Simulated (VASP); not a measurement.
Runs of VASP 6.6.1 on TiPdSe4. The structure is that of space group P-6m2 (No. 187), or close to it. The cells are those of the table. 

```tsv
cell	k mesh	gap on the mesh (eV)	pressure (GPa)	moment (μB)	largest force (eV/Å)
a = 3.652, b = 3.652, c = 11.363 Å, angles 90.0, 90.0, 120.0°, 6 atoms	4 × 4 × 1	none	(b)	0.41	0.11
a = 5.623, b = 5.623, c = 4.795 Å, angles 90.0, 90.0, 120.0°, 6 atoms	2 × 2 × 2	none	-0.2	0.00	0.06
a = 6.694, b = 6.694, c = 3.625 Å, angles 90.0, 90.0, 120.0°, 6 atoms	3 × 3 × 3	none	-0.6	0.08	(c)
a = 6.722, b = 6.722, c = 3.601 Å, angles 90.0, 90.0, 120.0°, 6 atoms	3 × 3 × 3	none	(a)	0.09	0.09
```

Alike in all rows: task single point; level PBE; potentials or basis VASP PAW PBE potentials, release 64 (Ti_sv, Pd, Se); spin collinear, ferromagnetic start; cutoff (eV) 520; smearing gaussian 0.15 eV.

**Question.** Estimate the missing entries.

**Answer.** (a) -0.5; (b) 0.4; (c) 0.10.

Caveats: all runs use coarse meshes.

A k mesh can miss the band edges, and the runs leave out spin-orbit coupling on Pd, Se.

A gap of «none» marks levels without a gap at the run's occupations.
